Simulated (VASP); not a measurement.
Input of a VASP 6.6.1 run:

The input POSCAR:

```
Ga
1.0
    0.0000000000      2.8885239739      2.8885239739
    2.8885239739      0.0000000000      2.8885239739
    2.8885239739      2.8885239739      0.0000000000
Ga
2
Direct
    0.1250000000      0.1250000000      0.1250000000
    0.8750000000      0.8750000000      0.8750000000
```

The input INCAR.step1:

```
SYSTEM = Ga
PREC = Accurate
ENCUT = 550
ISMEAR = -1
SIGMA = 0.1
LREAL = .False.
LASPH = .True.
NELM = 120
NBANDS = 20
GGA = PE
ALGO = Normal
EDIFF = 1E-5
LWAVE = .True.
LCHARG = .False.
GGA_COMPAT = .False.
```

INCAR.step2

```
SYSTEM = Ga
PREC = Accurate
ENCUT = 550
EDIFF = 1E-6
ISMEAR = -1
SIGMA = 0.1
LREAL = .False.
LASPH = .True.
NELM = 120
ALGO = Normal
ISIF = 2
LWAVE = .False.
LCHARG = .True.
METAGGA = R2SCAN
LMIXTAU = .True.
LELF = .True.
LVHAR = .True.
NBANDS = 20
ISTART = 1
GGA_COMPAT = .False.
```

The input KPOINTS:

```
regular mesh
0
Gamma
  5 5 5
  0 0 0
```

Potentials or basis: VASP PAW PBE potentials, release 64 (Ga_d).

Launch:

```console
$ cat potpaw_PBE.64/Ga_d/POTCAR > POTCAR
$ cp INCAR.step1 INCAR
$ mpirun -np 1 vasp_std > vasp.out
$ cp INCAR.step2 INCAR
$ mpirun -np 1 vasp_std > vasp.out
```

(1) What does it give for the band gap on the k mesh?

(2) Estimate the pressure.

## Answers

(1) zero (band 13 reaches 5.73 eV, above the bottom of band 14 at 2.06 eV).

(2) 0.4 GPa.

Caveat: the k points lie up to 0.38 Å⁻¹ apart; the PAW data sets were made with another functional, which shifts forces and pressure a little.
